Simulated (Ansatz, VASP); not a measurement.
# GaN: VASP beside Ansatz

```
Ga N
1.0
     3.18000    0.00000    0.00000
    -1.59000    2.80904    0.00000
     0.00000    0.00000    5.16600
Ga N
2 2
Cartesian
  0.0000 1.8727 0.0000
  1.5900 0.9363 2.5830
  0.0000 1.8727 1.9373
  1.5900 0.9363 4.5203
```

Change from the starting cell: strain +0.0200 x Voigt [0, 1, 0, 0, 0, 0], atoms carried along.

Alike in both runs: task single point; functional PBE; k mesh 12 × 12 × 6; occupations gaussian, width 0.05 eV; no spin polarisation.

|  | VASP | Ansatz |
| --- | --- | --- |
| version | VASP 6.6.1 | Ansatz 0.2.0 |
| potentials or method | VASP PAW PBE potentials, release 64 (Ga_d, N), cutoff 520 eV | scalar-relativistic, plane waves, PAW |
| valence electrons in the cell | 36 | 36 |

```csv
,VASP,Ansatz,Ansatz less VASP
gap on the k mesh at the Fermi level (eV),1.81,1.81,-0.007
least direct gap on the mesh (eV),1.81,1.81,-0.007
pressure (GPa),3.6,3.5,-0.07
"traceless stress, the component that is largest in VASP (GPa)",-4.78,-4.79,-0.010
rms of the force components (eV/Å),0.160,0.163,+0.0029
```

Atom by atom the forces differ by 0.003 eV/Å (rms over components). With one functional, cell and mesh, what is left measures potentials, basis and numerics.
